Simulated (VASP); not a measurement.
Set up this calculation in VASP 6.6.1, as the native input.

```yaml
Task: single point
Functional: PBE
Potentials_or_basis: VASP PAW PBE potentials, release 64 (Zr_sv, F)
Cutoff: 520 eV
k_mesh: 6 × 6 × 6
Occupations: gaussian, width 0.1 eV
Spin: collinear spin
Starting_moments: "[1.0, 1.0, 0.0, 0.0, 0.0, 0.0] μB"
Dipole_correction: no
Further_INCAR_settings: ALGO = Normal; EDIFF = 1e-06; NBANDS = 39
```

The structure of ZrF2 lies in POSCAR:

```
ZrF2
1.0
   -2.0043951425      2.0043951425      4.8401774040
    2.0043951425     -2.0043951425      4.8401774040
    2.0043951425      2.0043951425     -4.8401774040
Zr F
2 4
Direct
    0.2500000000      0.7500000000      0.5000000000
    0.5000000000      0.5000000000      0.0000000000
    0.3750000000      0.1250000000      0.2500000000
    0.8750000000      0.1250000000      0.7500000000
    0.8750000000      0.1250000000      0.2500000000
    0.8750000000      0.6250000000      0.7500000000
```

The cell was built from a structure type or drawn by symmetry, and may not be a known phase.

These files were run (other wordings do the same):

INCAR

```
ALGO     = Normal         # electronic algorithm
EDIFF    = 1E-6           # SCF threshold, eV
ENCUT    = 520            # plane-wave cutoff, eV
GGA      = PE             # functional
ISIF     = 2              # what is computed and relaxed
ISMEAR   = 0              # smearing method
ISPIN    = 2              # spin polarisation
LASPH    = True           # aspherical terms in the spheres
LCHARG   = False          # write CHGCAR
LMAXMIX  = 4              # l up to which the mixer works
LORBIT   = 11             # projections on sites
LREAL    = False          # projectors in reciprocal space
LWAVE    = False          # write WAVECAR
MAGMOM   = 1 1 0 0 0 0    # initial moments
NBANDS   = 39             # bands
NELM     = 150            # most SCF steps
PREC     = Accurate       # precision mode
SIGMA    = 0.1            # smearing width, eV
```

KPOINTS

```
k-points
0
Gamma
  6 6 6
```

Potentials or basis: VASP PAW PBE potentials, release 64 (Zr_sv, F).

The run is started by

```sh
$ cat potpaw_PBE.64/Zr_sv/POTCAR potpaw_PBE.64/F/POTCAR > POTCAR
$ mpirun -np 1 vasp_std > vasp.out
```

Results of the run:

The pressure is -0.1 GPa and the band gap on the k mesh is zero (filled and empty bands overlap). The net moment is 0.00 μB per cell. The valence electrons inside the program's atomic spheres are Zr 9.53; F 6.08.

It took 2.2 min on 1 thread of Intel(R) Xeon(R) 6975P-C (Granite Rapids), on a shared host, peak memory 0.38 GiB.
